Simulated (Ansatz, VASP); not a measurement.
## Two plane-wave programs on Nb3Pb

The input INCAR:

```
SYSTEM = Nb3Pb
PREC = Accurate ; ENCUT = 520
EDIFF = 1E-8 ; ISMEAR = -1
SIGMA = 0.05 ; LREAL = .False.
LASPH = .True. ; NELM = 80
ALGO = Normal ; ISIF = 2
LWAVE = .False. ; LCHARG = .False.
GGA = PE ; LEFG = .True.
NBANDS = 63
```

Contents of KPOINTS:

```
Automatic mesh
0
Gamma
  6 6 6
  0 0 0
```

The input POSCAR:

```
Nb3Pb
1.0
    5.3190000000      0.0000000000      0.0000000000
    0.0000000000      5.3190000000      0.0000000000
    0.0000000000      0.0000000000      5.3190000000
Nb Pb
6 2
Direct
    0.2500000000      0.0000000000      0.5000000000
    0.5000000000      0.7500000000      0.0000000000
    0.7500000000      0.0000000000      0.5000000000
    0.5000000000      0.2500000000      0.0000000000
    0.0000000000      0.5000000000      0.7500000000
    0.0000000000      0.5000000000      0.2500000000
    0.0000000000      0.0000000000      0.0000000000
    0.5000000000      0.5000000000      0.5000000000
```

Input for Ansatz:

```yaml
crystal:
  lattice:
    - [5.319, 0.0, 0.0]
    - [0.0, 5.319, 0.0]
    - [0.0, 0.0, 5.319]
  atoms:
    - { symbol: Nb, position: [0.25, 0.0, 0.5] }
    - { symbol: Nb, position: [0.5, 0.75, 0.0] }
    - { symbol: Nb, position: [0.75, 0.0, 0.5] }
    - { symbol: Nb, position: [0.5, 0.25, 0.0] }
    - { symbol: Nb, position: [0.0, 0.5, 0.75] }
    - { symbol: Nb, position: [0.0, 0.5, 0.25] }
    - { symbol: Pb, position: [0.0, 0.0, 0.0] }
    - { symbol: Pb, position: [0.5, 0.5, 0.5] }
kpoints:
  mp_grid: { grid: [6, 6, 6] }
scf:
  occupations: { method: fermi_dirac, width: 0.05 }
hamiltonian:
  xc: pbe
  pseudopotentials: { kind: paw }
output:
  forces: true
  stress: true
  populations: true
  efg: { quadrupole_moments_barn: { Nb: -0.32 }, contact_densities: true }
```

Alike in both runs: task electric field gradients; functional PBE; k mesh 6 × 6 × 6; occupations fermi-dirac, width 0.05 eV; no spin polarisation.

|  | VASP | Ansatz |
| --- | --- | --- |
| version | VASP 6.6.1 | Ansatz 0.2.0 |
| potentials or method | VASP PAW PBE potentials, release 64 (Nb_sv, Pb_d) | plane-wave PAW, scalar-relativistic |
| plane-wave cutoff (eV) | 520 | 420 |
| valence electrons in the cell | 106 | 106 |

|  | VASP | Ansatz | Ansatz less VASP |
| --- | --- | --- | --- |
| pressure (GPa) | 4.5 | 4.7 | +0.24 |
| size of Vzz on the site where it differs most (V/Å²) | 38.5 | 36.2 | -2.29 |

Spin-orbit coupling is off throughout.
